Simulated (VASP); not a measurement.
# NdAs3Pb2 (P6/mmm) in VASP: further runs, part 2 of 2

VASP 6.6.1. Earlier steps stand in the parts before.

**3. Relaxation of cell and atoms, PBE**

This run uses another cell than the first one, of 27.51 Å³/atom.

Input file INCAR:

```
SYSTEM = NdAs3Pb2
PREC     = Accurate       ! precision mode
ENCUT    = 500            ! plane-wave cutoff, eV
EDIFF    = 1E-7           ! SCF threshold, eV
ISMEAR   = 0              ! smearing method
SIGMA    = 0.1            ! smearing width, eV
LREAL    = .False.        ! projectors in reciprocal space
LASPH    = .True.         ! aspherical terms in the spheres
NELM     = 200            ! most SCF steps
ALGO     = Normal         ! electronic algorithm
ISIF     = 3              ! what is computed and relaxed
LWAVE    = .False.        ! write WAVECAR
LCHARG   = .False.        ! write CHGCAR
GGA      = PE             ! functional
IBRION   = 2              ! ionic algorithm
NSW      = 100            ! ionic steps
EDIFFG   = -0.01          ! ionic threshold
GGA_COMPAT= .False.      
NELMIN   = 4            
LMAXMIX  = 6              ! l up to which the mixer works
```

Input file KPOINTS:

```
Automatic mesh
0
Gamma
  6 6 8
  0 0 0
```

Input file POSCAR:

```
NdAs3Pb2
1.0
    6.3137544972      0.0000000000      0.0000000000
   -3.1568772486      5.4678717878      0.0000000000
    0.0000000000      0.0000000000      4.7813157246
Nd As Pb
1 3 2
Direct
    0.0000000000      0.0000000000      0.0000000000
    0.5000000000      0.0000000000      0.5000000000
    0.5000000000      0.5000000000      0.5000000000
    0.0000000000      0.5000000000      0.5000000000
    0.3333333333      0.6666666667      0.0000000000
    0.6666666667      0.3333333333      0.0000000000
```

Potentials or basis: VASP PAW PBE potentials, release 64 (Nd_3, As, Pb_d), 4f in core.

Command:

```sh
cat potpaw_PBE.64/Nd_3/POTCAR potpaw_PBE.64/As/POTCAR potpaw_PBE.64/Pb_d/POTCAR > POTCAR
mpirun -np 1 vasp_std > vasp.out
```

OUTCAR:

```text
SYSTEM = NdAs3Pb2
   PREC = Accurate
   ENCUT = 500
   EDIFF = 1E-7
   ISMEAR = 0
   LREAL = .False.
   LASPH = .True.
   NELM = 200
   ISIF = 3
   GGA = PE
   IBRION = 2
   NSW = 100
   EDIFFG = -0.01
   NELMIN = 4

 ion  position               nearest neighbor table
   1  0.000  0.000  0.000-   5 3.65   6 3.65   5 3.65   6 3.65   6 3.65   5 3.65
   2  0.500  0.000  0.500-   5 3.01   6 3.01   5 3.01   6 3.01
   3  0.500  0.500  0.500-   5 3.01   6 3.01   5 3.01   6 3.01
   4  0.000  0.500  0.500-   5 3.01   6 3.01   5 3.01   6 3.01
   5  0.333  0.667  0.000-   2 3.01   2 3.01   4 3.01   4 3.01   3 3.01   3 3.01   6 3.65   1 3.65
                             6 3.65   1 3.65   1 3.65   6 3.65
   6  0.667  0.333  0.000-   2 3.01   2 3.01   4 3.01   4 3.01   3 3.01   3 3.01   5 3.65   1 3.65
                             5 3.65   1 3.65   1 3.65   5 3.65

  LATTYP: Found a hexagonal cell.
 ALAT       =     6.3137544972
 C/A-ratio  =     0.7572856573

  Lattice vectors:

 A1 = (   6.3137544972,   0.0000000000,   0.0000000000)
 A2 = (  -3.1568772486,   5.4678717878,   0.0000000000)
 A3 = (   0.0000000000,   0.0000000000,   4.7813157246)

Analysis of symmetry for initial positions (statically):
=====================================================================
 Subroutine PRICEL returns:
 Original cell was already a primitive cell.

 Routine SETGRP: Setting up the symmetry group for a
 hexagonal supercell.

 Subroutine GETGRP returns: Found 24 space group operations
 (whereof 24 operations were pure point group operations)
 out of a pool of 24 trial point group operations.

The static configuration has the point symmetry D_6h.

Analysis of symmetry for dynamics (positions and initial velocities):
=====================================================================
 Subroutine PRICEL returns:
 Original cell was already a primitive cell.

 Routine SETGRP: Setting up the symmetry group for a
 hexagonal supercell.

 Subroutine GETGRP returns: Found 24 space group operations
[... 148 lines left out ...]
 NGX is ok and might be reduce to    48
   NGX = 23   NGY = 23   NGZ = 17

--------------------------------------- Ionic step        1  -------------------------------------------

 number of electron      54.0000012 magnetization

 Free energy of the ion-electron system (eV)
  ---------------------------------------------------
  ext. energy  EPLUGINS =         0.00000000
  ---------------------------------------------------
  free energy    TOTEN  =       -25.00464229 eV

  energy without entropy =      -24.98740763  energy(sigma->0) =      -24.99602496

------------------------ aborting loop because EDIFF is reached ----------------------------------------

  FORCE on cell =-STRESS in cart. coord.  units (eV):
  Direction    XX          YY          ZZ          XY          YZ          ZX
  --------------------------------------------------------------------------------------
  -------------------------------------------------------------------------------------
  Total       -1.2642229     -1.2642229      3.1720104      0.0000000     -0.0000000     -0.0000000
  in kB      -12.2710242    -12.2710242     30.7887284      0.0000000     -0.0000000     -0.0000000
  external PRESSURE =       2.0822267 kB  Pullay stress =       0.0000000 kB
[... 101 lines left out ...]
  FREE ENERGIE OF THE ION-ELECTRON SYSTEM (eV)
  ---------------------------------------------------
  free  energy   TOTEN  =       -25.3324595164 eV

  energy  without entropy=      -25.3044002099  energy(sigma->0) =      -25.31842986

 E-fermi :   6.0327     XC(G=0): -10.0577

 val. band max:        5.9949676346   @ k =   0.3333   0.1667   0.0000
 cond. band min:       6.0454253041   @ k =   0.3333   0.3333   0.2500
 fundamental gap:      0.0504576696
 Fermi energy:         6.0327307606

 k-point     1 :       0.0000    0.0000    0.0000
  band No.  band energies     occupation
      1     -33.0128      2.00000
      2     -14.2055      2.00000
      3     -14.1261      2.00000
      4     -14.1261      2.00000
      5     -11.1392      2.00000
      6     -11.0466      2.00000
[... 829 lines left out ...]
     31       7.1441      0.00000
     32       7.7921      0.00000

 [... further k-points ...]

[... ionic steps 4 to 9 ...]

--------------------------------------- Ionic step       10  -------------------------------------------

 number of electron      54.0000004 magnetization

------------------------ aborting loop because EDIFF is reached ----------------------------------------
[... 75 lines left out ...]
--------------------------------------- Ionic step       12  -------------------------------------------

 number of electron      54.0000002 magnetization

 Free energy of the ion-electron system (eV)
  ---------------------------------------------------
  ext. energy  EPLUGINS =         0.00000000
  ---------------------------------------------------
  free energy    TOTEN  =       -25.43028977 eV

  energy without entropy =      -25.40953638  energy(sigma->0) =      -25.41991307

 E-fermi :   5.7399     XC(G=0):  -9.9145

 val. band max:        5.7387668592   @ k =   0.1667   0.0000   0.3750
 cond. band min:       5.7447335916   @ k =   0.1667   0.0000   0.5000
 fundamental gap:      0.0059667324
 Fermi energy:         5.7399419163

 k-point     1 :       0.0000    0.0000    0.0000
  band No.  band energies     occupation
      1     -33.4272      2.00000
      2     -14.6059      2.00000
      3     -14.4900      2.00000
      4     -14.4900      2.00000
      5     -11.3579      2.00000
      6     -11.2719      2.00000
[... 864 lines left out ...]
  FREE ENERGIE OF THE ION-ELECTRON SYSTEM (eV)
  ---------------------------------------------------
  free  energy   TOTEN  =       -25.4302897657 eV

  energy  without entropy=      -25.4095363830  energy(sigma->0) =      -25.41991307

 reached required accuracy - stopping structural energy minimisation
```

CONTCAR:

```text
NdAs3Pb2
   1.00000000000000
     5.8707282807917682    0.0000000000000000   -0.0000000000000000
    -2.9353641403958841    5.0841998298548772   -0.0000000000000000
     0.0000000000000000   -0.0000000000000001    5.4512634151629511
  Nd              As              Pb
     1     3     2
Direct
     0.0000000000000000    0.0000000000000000    0.0000000000000000
     0.5000000000000000    0.0000000000000000    0.5000000000000000
     0.5000000000000000    0.5000000000000000    0.5000000000000000
     0.0000000000000000    0.5000000000000000    0.5000000000000000
     0.3333333332999970    0.6666666667000030    0.0000000000000000
     0.6666666667000030    0.3333333332999970    0.0000000000000000

  0.00000000E+00  0.00000000E+00  0.00000000E+00
  0.00000000E+00  0.00000000E+00  0.00000000E+00
  0.00000000E+00  0.00000000E+00  0.00000000E+00
  0.00000000E+00  0.00000000E+00  0.00000000E+00
  0.00000000E+00  0.00000000E+00  0.00000000E+00
  0.00000000E+00  0.00000000E+00  0.00000000E+00
```

Wall time 16 min (1 thread of Intel Xeon 6975P-C (Granite Rapids), shared host); peak memory 0.41 GiB.

What came out:

| Item | Value |
| --- | --- |
| Free energy | -25.4303 eV |
| Relaxed volume | 27.12 Å³/atom |
| Relaxed cell | a = 5.871 Å, b = 5.871 Å, c = 5.451 Å, α = 90.00°, β = 90.00°, γ = 120.00° |
| Space group after relaxing (to 0.1 Å) | P6/mmm (No. 191) |
| Energy gained by relaxing | 70.9 meV/atom |
| Ionic steps | 12 |
| Pressure after relaxing | 0.0 GPa |
| Band gap on the k mesh | zero (bands 27 and 28 overlap by 2.11 eV) |

The path:
| step | energy change (eV) | largest force (eV/Å) | pressure (GPa) | volume (Å³) |
| --- | --- | --- | --- | --- |
| 1 | 0.0000 | 0.0000 | 0.21 | 165.06 |
| 2 | -0.1041 | 0.0000 | -0.28 | 165.85 |
| 3 | -0.3278 | 0.0000 | -1.38 | 167.41 |
| 4 | 0.0557 | 0.0000 | 0.00 | 167.19 |
| 5 | -0.3751 | 0.0000 | -1.58 | 167.67 |
| 6 | -0.3040 | 0.0000 | -1.26 | 167.77 |
| 7 | -0.3951 | 0.0000 | -1.63 | 167.78 |
| 8 | -0.3514 | 0.0000 | 2.17 | 157.35 |
| 9 | -0.4235 | 0.0000 | -0.30 | 163.57 |
| 10 | -0.4235 | 0.0000 | -0.27 | 163.49 |
| 11 | -0.4255 | 0.0000 | 0.03 | 162.51 |
| 12 | -0.4256 | 0.0000 | -0.03 | 162.71 |

Final structure:
```cif
data_structure
_symmetry_space_group_name_H-M 'P 1'
_symmetry_Int_Tables_number 1
_cell_length_a 5.8707
_cell_length_b 5.8707
_cell_length_c 5.4513
_cell_angle_alpha 90.000
_cell_angle_beta 90.000
_cell_angle_gamma 120.000
_cell_volume 162.71
loop_
_atom_site_label
_atom_site_type_symbol
_atom_site_fract_x
_atom_site_fract_y
_atom_site_fract_z
_atom_site_occupancy
Nd1 Nd 0.00000 0.00000 0.00000 1
As1 As 0.50000 0.00000 0.50000 1
As2 As 0.50000 0.50000 0.50000 1
As3 As 0.00000 0.50000 0.50000 1
Pb1 Pb 0.33333 0.66667 0.00000 1
Pb2 Pb 0.66667 0.33333 0.00000 1
```

Caveat: spin-orbit coupling is left out, which moves the levels of the heavy elements; the 4f electrons are frozen in the core, so they carry no moment and show no levels. Spin polarisation is off, so any magnetic state and its effect on volume and gap are missing.
